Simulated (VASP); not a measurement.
**PbS2: single point with r2SCAN**

PbS2:

```
Pb S
1.0
     6.32054    0.00000    0.00000
     0.00000    6.32054    0.00000
     0.00000    0.00000    3.88935
Pb S
2 4
Direct
  0.00000 0.00000 0.00000
  0.50000 0.50000 0.50000
  0.30678 0.30678 0.00000
  0.19322 0.80678 0.50000
  0.80678 0.19322 0.50000
  0.69322 0.69322 0.00000
```

| Item | Value |
| --- | --- |
| Program | VASP 6.6.1 |
| Task | single point |
| Functional | r2SCAN |
| Potentials or basis | VASP PAW PBE potentials, release 64 (Pb_d, S) |
| Cutoff | 520 eV |
| k mesh | 4 × 4 × 6 |
| Occupations | fermi-dirac, width 0.02 eV |
| Spin | no spin polarisation |

| Item | Value |
| --- | --- |
| Pressure | 1.8 GPa |
| Largest force | 0.094 eV/Å |
| Band gap on the k mesh | 0.04 eV (least direct gap 0.10 eV) |

Forces in eV/Å, atoms in the order of the input:
```
Pb   0.000  0.000  0.000
Pb   0.000  0.000  0.000
S   -0.066 -0.066  0.000
S    0.066 -0.066  0.000
S   -0.066  0.066  0.000
S    0.066  0.066  0.000
```

Stress tensor (GPa, compression positive):
```
1.68 0.00 0.00
0.00 1.68 0.00
0.00 0.00 2.14
```

Levels at points of the mesh, in eV from the valence-band top:
| k point | band 23 | band 24 | band 25 | band 26 | band 27 | band 28 | band 29 | band 30 |
| --- | --- | --- | --- | --- | --- | --- | --- | --- |
| (0.00, 0.00, 0.00) | -0.78 | -0.78 | -0.50 | -0.50 | 0.19 | 1.63 | 3.77 | 3.77 |
| (0.50, 0.00, 0.00) | -0.71 | -0.71 | -0.54 | -0.54 | 0.58 | 0.58 | 4.31 | 4.31 |
| (0.50, 0.50, 0.00) | -0.90 | -0.90 | -0.83 | -0.83 | 0.79 | 0.79 | 4.75 | 4.75 |
| (0.00, 0.00, 0.50) | -1.25 | -1.25 | -1.09 | -1.09 | 0.91 | 0.91 | 5.80 | 5.80 |
| (0.50, 0.00, 0.50) | -0.84 | -0.84 | -0.60 | -0.60 | 1.43 | 1.43 | 3.54 | 3.54 |
| (0.50, 0.50, 0.50) | -0.87 | -0.87 | -0.70 | -0.70 | 0.44 | 0.44 | 5.42 | 5.42 |

It took 11 min on 1 thread of Intel Xeon 8259CL, on a shared host, peak memory 0.34 GiB.

Caveat: the structure was generated, so it needn't be the stable form of PbS2; the PAW data sets were made with another functional, which shifts forces and pressure a little; spin-orbit coupling is left out, which moves the levels of the heavy elements. A k mesh can miss the band edges.
